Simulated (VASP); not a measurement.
## Mg: single point with PBEsol

Crystal: Mg.

```
Mg
1.0
     3.14745    0.00000    0.00000
    -1.57373    2.72577    0.00000
     0.00000    0.00000    5.25989
Mg
2
Direct
  0.66667 0.33333 0.75000
  0.33333 0.66667 0.25000
```

- Program: VASP 6.6.1
- Task: single point
- Functional: PBEsol
- Potentials or basis: VASP PAW PBE potentials, release 64 (Mg)
- Cutoff: 520 eV
- k mesh: 10 × 10 × 5
- Occupations: fermi-dirac, width 0.05 eV
- Spin: no spin polarisation

| Property | Result |
| --- | --- |
| Pressure | 0.0 GPa |
| Band gap on the k mesh | zero (band 2 reaches 3.24 eV, above the bottom of band 3 at 1.18 eV) |

Levels at points of the mesh, in eV from the Fermi level:
```csv
k point,band 1,band 2,band 3,band 4,band 5,band 6
"(0.00, 0.00, 0.00)",-7.05,-1.91,-1.55,11.29,11.29,11.51
"(0.50, 0.00, 0.00)",-2.15,-2.08,2.60,2.92,3.08,3.58
```

It took 5.1 s on 1 thread of Intel(R) Xeon(R) 6975P-C (Granite Rapids) (shared host), peak memory 0.15 GiB.

Caveat: the PAW data sets were made with another functional, which shifts forces and pressure a little.
